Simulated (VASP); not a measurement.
Wanted: the native input for a VASP 6.6.1 run.

```yaml
Task: single point
Functional: LDA
Potentials_or_basis: VASP PAW LDA potentials, release 64 (Sb)
Cutoff: 520 eV
k_mesh: 8 × 8 × 8
Occupations: fermi-dirac, width 0.05 eV
Spin: no spin polarisation
Dipole_correction: no
Further_INCAR_settings: ALGO = Normal; EDIFF = 1e-07; NBANDS = 8
```

The structure of Sb lies in POSCAR:

```
Sb
1.0
    3.1172920620      0.0000000000      0.0000000000
    0.0000000000      3.1172920620      0.0000000000
    0.0000000000      0.0000000000      3.1172920620
Sb
1
Direct
    0.0000000000      0.0000000000      0.0000000000
```

These files were run (other wordings do the same):

INCAR

```
PREC = Accurate
ENCUT = 520
EDIFF = 1E-7
ISMEAR = -1
SIGMA = 0.05
LREAL = F
LASPH = T
NELM = 60
ALGO = Normal
ISIF = 2
LWAVE = F
LCHARG = T
LELF = T
LVHAR = T
NBANDS = 8
```

KPOINTS

```
Automatic mesh
0
Gamma
  8 8 8
```

Potentials or basis: VASP PAW LDA potentials, release 64 (Sb).

The run is started by

```sh
$ cat potpaw_LDA.64/Sb/POTCAR > POTCAR
$ mpirun -np 1 vasp_std > vasp.out
```

It gave:

The pressure is -3.8 GPa.

Run time: 2.9 s on 1 thread of AMD EPYC 9R45 96-Core Processor (Zen 5) (shared host), peak memory 0.1 GiB.
